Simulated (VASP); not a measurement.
# P (Pm-3m) in VASP: a series of runs, part 2 of 3

VASP 6.6.1.

## Step 3: Single point, PBEsol (volume scaled by 0.92)

Input file INCAR:

```
SYSTEM = P
ALGO     = Normal         ! electronic algorithm
EDIFF    = 1E-6           ! SCF threshold, eV
ENCUT    = 500            ! plane-wave cutoff, eV
GGA      = PS             ! functional
GGA_COMPAT= .False.      
ISIF     = 2              ! what is computed and relaxed
ISMEAR   = -1             ! smearing method
LASPH    = .True.         ! aspherical terms in the spheres
LCHARG   = .False.        ! write CHGCAR
LREAL    = .False.        ! projectors in reciprocal space
LWAVE    = .False.        ! write WAVECAR
NBANDS   = 8              ! bands
NELM     = 120            ! most SCF steps
PREC     = Accurate       ! precision mode
SIGMA    = 0.1            ! smearing width, eV
```

Input file KPOINTS:

```
k-points
0
Gamma
  15 15 15
  0 0 0
```

Input file POSCAR:

```
P
1.0
    2.3502142736      0.0000000000      0.0000000000
    0.0000000000      2.3502142736      0.0000000000
    0.0000000000      0.0000000000      2.3502142736
P
1
Direct
    0.0000000000      0.0000000000      0.0000000000
```

Potentials or basis: VASP PAW PBE potentials, release 64 (P).

The run is started by

```console
cat potpaw_PBE.64/P/POTCAR > POTCAR
mpirun -np 1 vasp_std > vasp.out
```

OUTCAR:

```text
SYSTEM = P
   EDIFF = 1E-6
   ENCUT = 500
   GGA = PS
   ISIF = 2
   ISMEAR = -1
   LASPH = .True.
   LREAL = .False.
   NELM = 120
   PREC = Accurate

 ion  position               nearest neighbor table
   1  0.000  0.000  0.000-

  LATTYP: Found a simple cubic cell.
 ALAT       =     2.3502142736

  Lattice vectors:

 A1 = (   2.3502142736,   0.0000000000,   0.0000000000)
 A2 = (   0.0000000000,   2.3502142736,   0.0000000000)
 A3 = (   0.0000000000,   0.0000000000,   2.3502142736)

Analysis of symmetry for initial positions (statically):
=====================================================================
 Subroutine PRICEL returns:
 Original cell was already a primitive cell.

 Routine SETGRP: Setting up the symmetry group for a
 simple cubic supercell.

 Subroutine GETGRP returns: Found 48 space group operations
 (whereof 48 operations were pure point group operations)
 out of a pool of 48 trial point group operations.

The static configuration has the point symmetry O_h .

Analysis of symmetry for dynamics (positions and initial velocities):
=====================================================================
 Subroutine PRICEL returns:
 Original cell was already a primitive cell.

 Routine SETGRP: Setting up the symmetry group for a
 simple cubic supercell.

 Subroutine GETGRP returns: Found 48 space group operations
 (whereof 48 operations were pure point group operations)
 out of a pool of 48 trial point group operations.

The dynamic configuration has the point symmetry O_h .

 Subroutine INISYM returns: Found 48 space group operations
 (whereof 48 operations are pure point group operations),
 and found     1 'primitive' translations

----------------------------------------------------------------------------------------

                                     Primitive cell
[... 108 lines left out ...]
     AMIX     =   0.40;   BMIX     =  1.00
     AMIX_MAG =   1.60;   BMIX_MAG =  1.00
  volume/ion in A,a.u.               =      12.98        87.60
  Fermi-wavevector in a.u.,A,eV,Ry     =   1.191125  2.250900 19.303660  1.418779
  Thomas-Fermi vector in A             =   2.327194
   LORBIT       =      0    0 simple, 1 ext, 2 COOP (PROOUT), +10 PAW based schemes
   GGA     = PS    functional components
   LHFCALC =     F    Hartree Fock is set to
   AEXX    =    0.0000 exact exchange contribution
   IVDW    =     0    specifies the selected vdW correction
   LEPSILON=     F    determine dielectric tensor
   LRPA    =     F    only Hartree local field effects (RPA)
 non-spin polarized calculation
  energy-cutoff  :      500.00
  volume of cell :       12.98
 maximum number of plane-waves:       341
 NGX is ok and might be reduce to    18
   NGX =  9   NGY =  9   NGZ =  9

 number of electron       5.0000002 magnetization

 Free energy of the ion-electron system (eV)
  ---------------------------------------------------
  ext. energy  EPLUGINS =         0.00000000
  ---------------------------------------------------
  free energy    TOTEN  =        -5.72271329 eV

  energy without entropy =       -5.70887048  energy(sigma->0) =       -5.71579188

 E-fermi :  11.4315     XC(G=0): -11.8785

 val. band max:       11.4214247847   @ k =   0.2000   0.2000   0.1333
 cond. band min:      11.4327969921   @ k =   0.2000   0.2000   0.0000
 fundamental gap:      0.0113722074
 Fermi energy:        11.4314553600

 k-point     1 :       0.0000    0.0000    0.0000
  band No.  band energies     occupation
      1      -6.4338      2.00000
      2      16.9679      0.00000
      3      16.9679      0.00000
      4      16.9679      0.00000
      5      17.9799      0.00000
      6      17.9799      0.00000
      7      26.8113      0.00000
      8      37.4025      0.00000
[... 243 lines left out ...]
 k-point    24 :       0.3333    0.2000    0.0000
  band No.  band energies     occupation
      1      -2.7402      2.00000
      2       5.9591      2.00000
      3      12.1811      0.00111
      4      19.8033      0.00000
      5      21.3666      0.00000
      6      24.6114      0.00000
      7      29.3992      0.00000
      8      31.3418      0.00000

 [... further k-points ...]

------------------------ aborting loop because EDIFF is reached ----------------------------------------

  FORCE on cell =-STRESS in cart. coord.  units (eV):
  Direction    XX          YY          ZZ          XY          YZ          ZX
  --------------------------------------------------------------------------------------
  -------------------------------------------------------------------------------------
  Total        1.1348172      1.1348172      1.1348172     -0.0000000     -0.0000000      0.0000000
  in kB      140.0599948    140.0599948    140.0599948     -0.0000000     -0.0000000      0.0000000
  external PRESSURE =     140.0599948 kB  Pullay stress =       0.0000000 kB

 VOLUME and BASIS-vectors are now :
 -----------------------------------------------------------------------------
  energy-cutoff  :      500.00
  volume of cell :       12.98
      direct lattice vectors                 reciprocal lattice vectors
     2.350214274  0.000000000  0.000000000     0.425493118  0.000000000  0.000000000
     0.000000000  2.350214274  0.000000000     0.000000000  0.425493118  0.000000000
     0.000000000  0.000000000  2.350214274     0.000000000  0.000000000  0.425493118

 POSITION                                       TOTAL-FORCE (eV/Angst)
 -----------------------------------------------------------------------------------
      0.00000      0.00000      0.00000         0.000000      0.000000      0.000000
 -----------------------------------------------------------------------------------
    total drift:                               -0.000000     -0.000000      0.000000

  FREE ENERGIE OF THE ION-ELECTRON SYSTEM (eV)
  ---------------------------------------------------
  free  energy   TOTEN  =        -5.7227132870 eV

  energy  without entropy=       -5.7088704766  energy(sigma->0) =       -5.71579188
```

stdout:

```text
POSCAR found type information on POSCAR P
 POSCAR found :  1 types and       1 ions
 scaLAPACK will be used
 -----------------------------------------------------------------------------
|                                                                             |
|                                                                             |
|     You enforced a specific xc type in the INCAR file but a different       |
|     I HOPE YOU KNOW WHAT YOU ARE DOING!                                     |
|                                                                             |
 -----------------------------------------------------------------------------

 LDA part: xc-table for (Slater+PW92), standard interpolation
 POSCAR, INCAR and KPOINTS ok, starting setup
 FFT: planning ... GRIDC
 FFT: planning ... GRID_SOFT
 FFT: planning ... GRID
 WAVECAR not read
 entering main loop
```

Wall time 17 s (1 thread of AMD EPYC 7R13, shared host); peak memory 0.09 GiB.

Results:

| Quantity | Value |
| --- | --- |
| Free energy | -5.7227 eV |
| Pressure | 14.0 GPa |

Caveat: the PAW data sets were made with another functional, which shifts forces and pressure a little.

## Step 4: Single point, PBEsol (volume scaled by 0.96)

Input file INCAR:

```
ALGO = Normal
EDIFF = 1E-6
ENCUT = 500
GGA = PS
GGA_COMPAT = False
ISIF = 2
ISMEAR = -1
LASPH = True
LCHARG = True
LELF = True
LREAL = False
LVHAR = True
LWAVE = False
NBANDS = 8
NELM = 120
PREC = Accurate
SIGMA = 0.1
```

Input file KPOINTS:

```
k-points
0
Gamma
  15 15 15
```

Input file POSCAR:

```
P
1.0
    2.3837933000      0.0000000000      0.0000000000
    0.0000000000      2.3837933000      0.0000000000
    0.0000000000      0.0000000000      2.3837933000
P
1
Direct
    0.0000000000      0.0000000000      0.0000000000
```

Potentials or basis: VASP PAW PBE potentials, release 64 (P).

The run is started by

```console
cat potpaw_PBE.64/P/POTCAR > POTCAR
mpirun -np 1 vasp_std > vasp.out
```

OUTCAR:

```text
EDIFF = 1E-6
   ENCUT = 500
   GGA = PS
   ISIF = 2
   ISMEAR = -1
   LASPH = True
   LREAL = False
   NELM = 120
   PREC = Accurate

 ion  position               nearest neighbor table
   1  0.000  0.000  0.000-

  LATTYP: Found a simple cubic cell.
 ALAT       =     2.3837933000

  Lattice vectors:

 A1 = (   2.3837933000,   0.0000000000,   0.0000000000)
 A2 = (   0.0000000000,   2.3837933000,   0.0000000000)
 A3 = (   0.0000000000,   0.0000000000,   2.3837933000)

Analysis of symmetry for initial positions (statically):
[... 441 lines left out ...]

 [... further k-points ...]

------------------------ aborting loop because EDIFF is reached ----------------------------------------

  FORCE on cell =-STRESS in cart. coord.  units (eV):
  Direction    XX          YY          ZZ          XY          YZ          ZX
  --------------------------------------------------------------------------------------
  -------------------------------------------------------------------------------------
  Total        0.5947631      0.5947631      0.5947631     -0.0000000     -0.0000000      0.0000000
  in kB       70.3475251     70.3475251     70.3475251     -0.0000000     -0.0000000      0.0000000
  external PRESSURE =      70.3475251 kB  Pullay stress =       0.0000000 kB

 VOLUME and BASIS-vectors are now :
 -----------------------------------------------------------------------------
  energy-cutoff  :      500.00
  volume of cell :       13.55
      direct lattice vectors                 reciprocal lattice vectors
     2.383793300  0.000000000  0.000000000     0.419499459  0.000000000  0.000000000
     0.000000000  2.383793300  0.000000000     0.000000000  0.419499459  0.000000000
     0.000000000  0.000000000  2.383793300     0.000000000  0.000000000  0.419499459

 POSITION                                       TOTAL-FORCE (eV/Angst)
 -----------------------------------------------------------------------------------
      0.00000      0.00000      0.00000         0.000000      0.000000      0.000000
 -----------------------------------------------------------------------------------
    total drift:                               -0.000000     -0.000000      0.000000

  FREE ENERGIE OF THE ION-ELECTRON SYSTEM (eV)
  ---------------------------------------------------
  free  energy   TOTEN  =        -5.7594731662 eV

  energy  without entropy=       -5.7458160912  energy(sigma->0) =       -5.75264463
```

OSZICAR:

```text
N       E                     dE             d eps       ncg     rms          rms(c)
DAV:   1     0.570353810554E-01    0.57035E-01   -0.21301E+03  2016   0.440E+02
DAV:   2    -0.572264995533E+01   -0.57797E+01   -0.54364E+01  2720   0.484E+01
DAV:   3    -0.577323728384E+01   -0.50587E-01   -0.50450E-01  2240   0.505E+00
DAV:   4    -0.577329715025E+01   -0.59866E-04   -0.59866E-04  2968   0.190E-01
DAV:   5    -0.577329719532E+01   -0.45072E-07   -0.44833E-07  2336   0.320E-03    0.518E+00
DAV:   6    -0.576449046204E+01    0.88067E-02   -0.10518E-03  2360   0.217E-01    0.306E+00
DAV:   7    -0.575944627286E+01    0.50442E-02   -0.21771E-03  2048   0.349E-01    0.858E-02
DAV:   8    -0.575947099696E+01   -0.24724E-04   -0.44597E-05  2888   0.598E-02    0.172E-02
DAV:   9    -0.575947307739E+01   -0.20804E-05   -0.15410E-06  2384   0.103E-02    0.186E-03
DAV:  10    -0.575947316618E+01   -0.88793E-07   -0.56676E-08  1296   0.158E-03
   1 F= -.57594732E+01 E0= -.57526446E+01  d E =-.136571E-01
```

stdout:

```text
POSCAR found type information on POSCAR P
 POSCAR found :  1 types and       1 ions
 scaLAPACK will be used
 -----------------------------------------------------------------------------
|                                                                             |
|                                                                             |
|     You enforced a specific xc type in the INCAR file but a different       |
|     I HOPE YOU KNOW WHAT YOU ARE DOING!                                     |
|                                                                             |
 -----------------------------------------------------------------------------

 LDA part: xc-table for (Slater+PW92), standard interpolation
 POSCAR, INCAR and KPOINTS ok, starting setup
 FFT: planning ... GRIDC
 FFT: planning ... GRID_SOFT
 FFT: planning ... GRID
 WAVECAR not read
 entering main loop
```

It took 18 s on 1 thread of AMD EPYC 7R13, shared host; peak memory 0.09 GiB.

What came out:

```
Free energy : -5.7595 eV
Pressure    : 7.0 GPa
```

Caveat: the PAW data sets were made with another functional, which shifts forces and pressure a little.

(Part 2 of 3 ends here.)
